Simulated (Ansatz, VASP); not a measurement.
GaAs in VASP and in Ansatz

The input INCAR:

```
SYSTEM = GaAs
ALGO = Normal ; EDIFF = 1E-6
ENCUT = 520 ; GGA = PE
ISIF = 2 ; ISMEAR = 0
LASPH = .True. ; LCHARG = .True.
LELF = .True. ; LREAL = .False.
LVHAR = .True. ; LWAVE = .False.
NBANDS = 16 ; NELM = 100
PREC = Accurate ; SIGMA = 0.05
```

The input KPOINTS:

```
k-points
0
Gamma
  8 8 8
  0 0 0
```

File POSCAR:

```
GaAs
1.0
    0.0000000000      2.8268500000      2.8268500000
    2.8268500000      0.0000000000      2.8268500000
    2.8268500000      2.8268500000      0.0000000000
As Ga
1 1
Direct
    0.7500000000      0.7500000000      0.7500000000
    0.0000000000      0.0000000000      0.0000000000
```

input.yaml

```yaml
crystal:
  lattice:
    - [0.0, 2.82685, 2.82685]
    - [2.82685, 0.0, 2.82685]
    - [2.82685, 2.82685, 0.0]
  atoms:
    - { symbol: As, position: [0.75, 0.75, 0.75] }
    - { symbol: Ga, position: [0.0, 0.0, 0.0] }
hamiltonian:
  xc: pbe
  pseudopotentials: { kind: paw }
kpoints:
  mp_grid: { grid: [8, 8, 8] }
scf:
  occupations: { method: gaussian, width: 0.05 }
output:
  forces: true
  stress: true
  eigenvalues: true
```

Alike in both runs: task single point; functional PBE; k mesh 8 × 8 × 8; occupations gaussian, width 0.05 eV; no spin polarisation.

```csv
,VASP,Ansatz
version,VASP 6.6.1,Ansatz 0.2.0
potentials or method,"VASP PAW PBE potentials, release 64 (As, Ga_d)",Ansatz PAW
plane-wave cutoff (eV),520,420
valence electrons in the cell,18,28
```

Ansatz gave:

- gap on the k mesh at the Fermi level (eV): 0.52
- least direct gap on the mesh (eV): 0.52
- pressure (GPa): 3.3

Problem. Which values does VASP return?

Solution. gap on the k mesh at the Fermi level (eV): 0.52; least direct gap on the mesh (eV): 0.52; pressure (GPa): 3.4.

The functional is the same, so the differences come from potentials, cutoffs and numerics. VASP's potentials hold 18 valence electrons a cell and Ansatz's 28, so a difference there can come from the potentials and not from the codes.
